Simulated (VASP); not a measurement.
# Sb (Fm-3m) in VASP: a series of runs, part 2 of 2

VASP 6.6.1. The steps go on from the part before.

### 3 Single point, PBEsol

This run uses another cell than the first one, of 26.48 Å³/atom, 1.646 times its volume.

INCAR reads:

```
SYSTEM = Sb
PREC = Accurate
ENCUT = 520
EDIFF = 1E-6
ISMEAR = 0
SIGMA = 0.1
LREAL = .FALSE.
LASPH = .TRUE.
NELM = 80
ALGO = Normal
ISIF = 2
LWAVE = .FALSE.
LCHARG = .TRUE.
GGA = PS
LELF = .TRUE.
LVHAR = .TRUE.
NBANDS = 8
```

KPOINTS reads:

```
Automatic mesh
0
G
  8 8 8
  0 0 0
```

POSCAR reads:

```
Sb
1.0
    0.0000000000      2.3657073414      2.3657073414
    2.3657073414      0.0000000000      2.3657073414
    2.3657073414      2.3657073414      0.0000000000
Sb
1
Direct
    0.0000000000      0.0000000000      0.0000000000
```

Potentials or basis: VASP PAW PBE potentials, release 64 (Sb).

Launch:

```bash
$ cat potpaw_PBE.64/Sb/POTCAR > POTCAR
$ mpirun -np 1 vasp_std > vasp.out
```

OUTCAR:

```text
SYSTEM = Sb
   PREC = Accurate
   ENCUT = 520
   EDIFF = 1E-6
   ISMEAR = 0
   LREAL = .FALSE.
   LASPH = .TRUE.
   NELM = 80
   ISIF = 2
   GGA = PS

 ion  position               nearest neighbor table
   1  0.000  0.000  0.000-

  LATTYP: Found a face centered cubic cell.
 ALAT       =     4.7314146828

  Lattice vectors:

 A1 = (   0.0000000000,   2.3657073414,   2.3657073414)
 A2 = (   2.3657073414,   0.0000000000,   2.3657073414)
 A3 = (   2.3657073414,   2.3657073414,   0.0000000000)

Analysis of symmetry for initial positions (statically):
=====================================================================
 Subroutine PRICEL returns:
 Original cell was already a primitive cell.

 Routine SETGRP: Setting up the symmetry group for a
 face centered cubic supercell.

 Subroutine GETGRP returns: Found 48 space group operations
 (whereof 48 operations were pure point group operations)
 out of a pool of 48 trial point group operations.

The static configuration has the point symmetry O_h .

Analysis of symmetry for dynamics (positions and initial velocities):
=====================================================================
 Subroutine PRICEL returns:
 Original cell was already a primitive cell.

 Routine SETGRP: Setting up the symmetry group for a
 face centered cubic supercell.

 Subroutine GETGRP returns: Found 48 space group operations
 (whereof 48 operations were pure point group operations)
 out of a pool of 48 trial point group operations.

The dynamic configuration has the point symmetry O_h .

 Subroutine INISYM returns: Found 48 space group operations
 (whereof 48 operations are pure point group operations),
 and found     1 'primitive' translations

----------------------------------------------------------------------------------------

                                     Primitive cell

  volume of cell :      26.4797

  direct lattice vectors                    reciprocal lattice vectors
     0.000000000  2.365707341  2.365707341    -0.211353277  0.211353277  0.211353277
     2.365707341  0.000000000  2.365707341     0.211353277 -0.211353277  0.211353277
     2.365707341  2.365707341  0.000000000     0.211353277  0.211353277 -0.211353277

  length of vectors
     3.345615407  3.345615407  3.345615407     0.366074615  0.366074615  0.366074615

  position of ions in fractional coordinates (direct lattice)
     0.000000000  0.000000000  0.000000000

  ion indices of the primitive-cell ions
   primitive index   ion index
                 1           1

----------------------------------------------------------------------------------------

 KPOINTS: Automatic mesh

Automatic generation of k-mesh.
 Grid dimensions read from file:
 generate k-points for:    8    8    8

 Generating k-lattice:

  Cartesian coordinates                     Fractional coordinates (reciprocal lattice)
    -0.026419160  0.026419160  0.026419160     0.125000000  0.000000000  0.000000000
     0.026419160 -0.026419160  0.026419160     0.000000000  0.125000000  0.000000000
     0.026419160  0.026419160 -0.026419160     0.000000000  0.000000000  0.125000000

  Length of vectors
     0.045759327  0.045759327  0.045759327

  Shift w.r.t. Gamma in fractional coordinates (k-lattice)
     0.000000000  0.000000000  0.000000000

 Subroutine IBZKPT returns following result:
 ===========================================

 Found     29 irreducible k-points:

 Following reciprocal coordinates:
            Coordinates               Weight
  0.000000  0.000000  0.000000      1.000000
  0.125000  0.000000  0.000000      8.000000
  0.250000  0.000000  0.000000      8.000000
  0.375000  0.000000  0.000000      8.000000
  0.500000  0.000000  0.000000      4.000000
  0.125000  0.125000  0.000000      6.000000
[... 16 lines left out ...]
  0.500000  0.250000  0.125000     48.000000
 -0.375000  0.250000  0.125000     24.000000
 [... further k-points ...]
   k-points           NKPTS =     29   k-points in BZ     NKDIM =     29   number of bands    NBANDS=      8
   number of dos      NEDOS =    301   number of ions     NIONS =      1
   total plane-waves  NPLWV =  21952
   dimension x,y,z NGX =    28 NGY =   28 NGZ =   28
   dimension x,y,z NGXF=    56 NGYF=   56 NGZF=   56
   ions per type =               1
   NGX,Y,Z   is equivalent  to a cutoff of  13.91, 13.91, 13.91 a.u.
   NGXF,Y,Z  is equivalent  to a cutoff of  27.83, 27.83, 27.83 a.u.
 SYSTEM =  Sb
   PREC   = accura    normal or accurate (medium, high low for compatibility)
   ISTART =      0    job   : 0-new  1-cont  2-samecut
   ICHARG =      2    charge: 1-file 2-atom 10-const
   ISPIN  =      1    spin polarized calculation?
   LNONCOLLINEAR =      F non collinear calculations
   LSORBIT =      F    spin-orbit coupling
   LASPH  =      T    aspherical Exc in radial PAW
   ENCUT  =  520.0 eV  38.22 Ry    6.18 a.u.   6.22  6.22  6.22*2*pi/ulx,y,z
   NELM   =     80;   NELMIN=  2; NELMDL= -5     # of ELM steps
   EDIFF  = 0.1E-05   stopping-criterion for ELM
   LREAL  =      F    real-space projection
   EDIFFG = 0.1E-04   stopping-criterion for IOM
   NSW    =      0    number of steps for IOM
   IBRION =     -1    ionic relax: 0-MD 1-quasi-New 2-CG
   NFREE  =      0    steps in history (QN), initial steepest desc. (CG)
   ISIF   =      2    stress and relaxation
   ISYM   =      2    0-nonsym 1-usesym 2-fastsym
   POTIM  = 0.5000    time-step for ionic-motion
   TEBEG  =    0.0;   TEEND  =   0.0 temperature during run
   PSTRESS=    0.0 pullay stress
   NELECT =       5.0000    total number of electrons
   NUPDOWN=      -1.0000    fix difference up-down
   EMIN   =  10.00;   EMAX   =-10.00  energy-range for DOS
   EFERMI =   0.00;   METHOD = LEGACY
   ISMEAR =     0;   SIGMA  =   0.10  broadening in eV -4-tet -1-fermi 0-gaus
   EFERMI_NEDOS =   21; number of points for ismear=-14 and -15
   IALGO  =     38    algorithm
   IMIX   =      4    mixing-type and parameters
     AMIX     =   0.40;   BMIX     =  1.00
     AMIX_MAG =   1.60;   BMIX_MAG =  1.00
  volume/ion in A,a.u.               =      26.48       178.69
  Fermi-wavevector in a.u.,A,eV,Ry     =   0.939205  1.774840 12.001786  0.882106
  Thomas-Fermi vector in A             =   2.066494
   LORBIT       =      0    0 simple, 1 ext, 2 COOP (PROOUT), +10 PAW based schemes
   GGA     = PS    functional components
   LHFCALC =     F    Hartree Fock is set to
   AEXX    =    0.0000 exact exchange contribution
   IVDW    =     0    specifies the selected vdW correction
   LEPSILON=     F    determine dielectric tensor
   LRPA    =     F    only Hartree local field effects (RPA)
 non-spin polarized calculation
 Gauss-broadening in eV      SIGMA  =   0.10
  energy-cutoff  :      520.00
  volume of cell :       26.48
 maximum number of plane-waves:       725
 NGX is ok and might be reduce to    28
   NGX = 13   NGY = 13   NGZ = 13

 number of electron       5.0000000 magnetization

 Free energy of the ion-electron system (eV)
  ---------------------------------------------------
  ext. energy  EPLUGINS =         0.00000000
  ---------------------------------------------------
  free energy    TOTEN  =        -4.28710764 eV

  energy without entropy =       -4.28032086  energy(sigma->0) =       -4.28371425

 E-fermi :   8.4587     XC(G=0): -10.4026

 val. band max:        8.3531461864   @ k =   0.5000   0.2500   0.1250
 cond. band min:       8.4871656785   @ k =  -0.3750   0.3750   0.1250
 fundamental gap:      0.1340194921
 Fermi energy:         8.4586764149

 k-point     1 :       0.0000    0.0000    0.0000
  band No.  band energies     occupation
      1      -4.4669      2.00000
      2      14.0432      0.00000
      3      14.0432      0.00000
      4      14.0432      0.00000
      5      18.6503      0.00000
      6      18.6503      0.00000
      7      18.6503      0.00000
      8      18.8535      0.00000
[... 243 lines left out ...]
 k-point    24 :      -0.3750    0.2500    0.1250
  band No.  band energies     occupation
      1       0.0988      2.00000
      2       3.5232      2.00000
      3       8.2936      1.98046
      4      10.0810      0.00000
      5      16.2526      0.00000
      6      18.0310      0.00000
      7      21.9536      0.00000
      8      22.5933      0.00000

 [... further k-points ...]

------------------------ aborting loop because EDIFF is reached ----------------------------------------

  FORCE on cell =-STRESS in cart. coord.  units (eV):
  Direction    XX          YY          ZZ          XY          YZ          ZX
  --------------------------------------------------------------------------------------
  -------------------------------------------------------------------------------------
  Total       -0.0097606     -0.0097606     -0.0097606      0.0000000     -0.0000000     -0.0000000
  in kB       -0.5905706     -0.5905706     -0.5905706      0.0000000     -0.0000000     -0.0000000
  external PRESSURE =      -0.5905706 kB  Pullay stress =       0.0000000 kB

 VOLUME and BASIS-vectors are now :
 -----------------------------------------------------------------------------
  energy-cutoff  :      520.00
  volume of cell :       26.48
      direct lattice vectors                 reciprocal lattice vectors
     0.000000000  2.365707341  2.365707341    -0.211353277  0.211353277  0.211353277
     2.365707341  0.000000000  2.365707341     0.211353277 -0.211353277  0.211353277
     2.365707341  2.365707341  0.000000000     0.211353277  0.211353277 -0.211353277

 POSITION                                       TOTAL-FORCE (eV/Angst)
 -----------------------------------------------------------------------------------
      0.00000      0.00000      0.00000         0.000000      0.000000      0.000000
 -----------------------------------------------------------------------------------
    total drift:                                0.000000     -0.000000     -0.000000

  FREE ENERGIE OF THE ION-ELECTRON SYSTEM (eV)
  ---------------------------------------------------
  free  energy   TOTEN  =        -4.2871076435 eV

  energy  without entropy=       -4.2803208595  energy(sigma->0) =       -4.28371425
```

Wall time 5 s (1 thread of AMD EPYC 7R13 (Zen 3), shared host); peak memory 0.12 GiB.

Results:

```yaml
Free_energy: -4.2871 eV
Pressure: -0.1 GPa
```

Caveat: the PAW data sets were made with another functional, which shifts forces and pressure a little; spin-orbit coupling is left out, which moves the levels of the heavy elements.
